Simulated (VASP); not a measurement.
# Al36N36F (a cell with a defect): single point with PBE

The system is Al36N36F (a cell with a defect).

```xyz
73
Lattice="9.3893 0.0000 0.0000 -4.6946 8.1313 0.0000 0.0000 0.0000 10.0348" Properties=species:S:1:pos:R:3 pbc="T T T"
Al    1.5613    0.9011    2.5118
Al    0.0004    1.8021    5.0069
Al    1.5593    0.9020    7.5507
Al   -0.0110    1.8088   10.0377
Al   -0.0159    3.6064    2.4964
Al   -1.5699    4.5221    5.0069
Al   -0.0123    3.6081    7.5115
Al   -1.5702    4.5091   10.0377
Al   -1.5701    6.3246    2.5120
Al   -3.1082    7.2414    5.0482
Al   -1.5696    6.3223    7.5505
Al   -3.1443    7.2210   10.0529
Al    4.6880    0.9015    2.5120
Al    3.1244    1.7746    5.0483
Al    4.6901    0.9018    7.5505
Al    3.1244    1.8161   10.0528
Al    3.1239    3.6623    2.5170
Al    1.5634    4.5175    5.0278
Al    3.1249    3.6047    7.5143
Al    1.5422    4.5068   10.0010
Al    1.6028    6.2982    2.5158
Al   -0.0311    7.2413    5.0471
Al    1.5533    6.3266    7.5139
Al    0.0031    7.2215   10.0532
Al    7.8194    0.9143    2.4966
Al    6.2491    1.8017    5.0072
Al    7.8196    0.9100    7.5115
Al    6.2601    1.8087   10.0375
Al    6.2649    3.6062    2.4970
Al    4.6871    4.5170    5.0289
Al    6.2623    3.6078    7.5124
Al    4.7054    4.5064   10.0020
Al    4.6464    6.2984    2.5171
Al    3.1252    7.2216    5.0277
Al    4.6964    6.3261    7.5143
Al    3.1240    7.2459   10.0012
N     1.5627    0.8996    4.4274
N    -0.0045    1.8057    1.9136
N     1.5553    0.9039    9.4570
N     0.0030    1.8011    6.9184
N    -0.0080    3.6124    4.4191
N    -1.5685    4.5139    1.9137
N    -0.0251    3.6028    9.4057
N    -1.5681    4.5223    6.9184
N    -1.5715    6.3284    4.4271
N    -3.1420    7.2202    1.9234
N    -1.5722    6.3205    9.4569
N    -3.1162    7.2353    6.9594
N     4.6833    0.9000    4.4273
N     3.1269    1.8161    1.9232
N     4.6899    0.9041    9.4568
N     3.1262    1.7849    6.9596
N     3.1229    3.5333    4.5016
N     1.4734    4.4653    1.8244
N     3.1221    3.6102    9.4190
N     1.5569    4.5123    6.9398
N     1.4910    6.3615    4.4986
N     0.0046    7.2215    1.9242
N     1.5541    6.3259    9.4181
N    -0.0197    7.2351    6.9582
N     7.8175    0.9028    4.4193
N     6.2577    1.8054    1.9135
N     7.8176    0.9231    9.4057
N     6.2501    1.8009    6.9188
N     6.2541    3.6116    4.4191
N     4.7767    4.4662    1.8269
N     6.2695    3.6028    9.4068
N     4.6969    4.5116    6.9410
N     4.7575    6.3622    4.5015
N     3.1265    7.3271    1.8248
N     4.6898    6.3250    9.4191
N     3.1268    7.2308    6.9396
F     3.1245    5.4195    3.1540
```

* Program: VASP 6.6.1
* Task: single point
* Functional: PBE
* Potentials or basis: VASP PAW PBE potentials, release 64 (Al, N, F)
* Cutoff: 520 eV
* k mesh: 1 × 1 × 1, shifted
* Occupations: fermi-dirac, width 0.01 eV
* Spin: no spin polarisation

| Item | Value |
| --- | --- |
| Largest force | 0.042 eV/Å |

Forces on the atoms (eV/Å):
```
Al   0.020 -0.005 -0.001
Al  -0.024  0.007 -0.002
Al   0.020 -0.007  0.005
Al  -0.021  0.012  0.002
Al   0.017 -0.005 -0.001
Al  -0.019  0.002  0.000
Al   0.018 -0.007  0.002
Al  -0.023  0.007  0.004
Al   0.018 -0.016  0.000
Al  -0.011  0.012  0.006
Al   0.019 -0.007  0.004
Al  -0.021  0.004  0.000
Al   0.027  0.000  0.000
Al  -0.016  0.000  0.006
Al   0.021 -0.008  0.000
Al  -0.022  0.010  0.001
Al   0.014 -0.017  0.002
Al  -0.020  0.003 -0.009
Al   0.018 -0.007  0.006
Al  -0.022  0.001 -0.007
Al  -0.001  0.001 -0.001
Al  -0.013  0.004  0.001
Al   0.023 -0.008  0.001
Al  -0.022  0.009  0.000
Al   0.017 -0.002  0.003
Al  -0.018  0.006 -0.001
Al   0.017 -0.006  0.002
Al  -0.018  0.008  0.004
Al   0.011 -0.004 -0.008
Al  -0.028  0.005 -0.011
Al   0.018 -0.008  0.004
Al  -0.014  0.004  0.003
Al   0.028  0.001 -0.001
Al  -0.018  0.007 -0.004
Al   0.016 -0.007  0.007
Al  -0.018  0.013 -0.009
N    0.030 -0.012  0.001
N   -0.028  0.007  0.003
N    0.028 -0.010 -0.002
N   -0.025  0.009 -0.006
N    0.032 -0.015 -0.006
N   -0.031  0.008  0.000
N    0.032 -0.008 -0.002
N   -0.028  0.012 -0.004
N    0.028 -0.004  0.010
N   -0.024  0.022  0.005
N    0.031 -0.008 -0.004
N   -0.026  0.008 -0.002
N    0.024 -0.016  0.009
N   -0.040 -0.007  0.008
N    0.028 -0.011 -0.003
N   -0.022  0.013 -0.003
N    0.027  0.008 -0.006
N   -0.011  0.006  0.014
N    0.030 -0.011 -0.011
N   -0.030  0.011  0.002
N    0.006  0.009  0.025
N   -0.015  0.000 -0.009
N    0.035 -0.017  0.003
N   -0.033  0.013  0.005
N    0.033 -0.003 -0.008
N   -0.032  0.016  0.002
N    0.022 -0.013 -0.002
N   -0.028  0.011 -0.007
N    0.026 -0.005  0.001
N   -0.002 -0.007 -0.022
N    0.030 -0.008 -0.006
N   -0.030  0.014 -0.010
N    0.009 -0.008 -0.003
N   -0.019 -0.008  0.008
N    0.031 -0.009 -0.013
N   -0.030  0.011  0.003
F    0.000  0.002  0.021
```

Levels at points of the mesh, in eV from the Fermi level:
```tsv
k point	band 144	band 145	band 146	band 147	band 148	band 149	band 150	band 151	band 152	band 153
(0.25, 0.25, 0.25)	-0.67	-0.63	-0.55	-0.47	-0.34	4.90	4.93	4.98	5.21	5.24
```

Run time: 36 min on 1 thread of Intel(R) Xeon(R) Platinum 8259CL CPU @ 2.50GHz (Skylake/Cascade Lake), on a shared host, peak memory 1.1 GiB.

Caveat: the cell carries a net charge on a neutralising background, which shifts energy and pressure; the cell is charged against a uniform background, so pressure and absolute levels hang on convention.
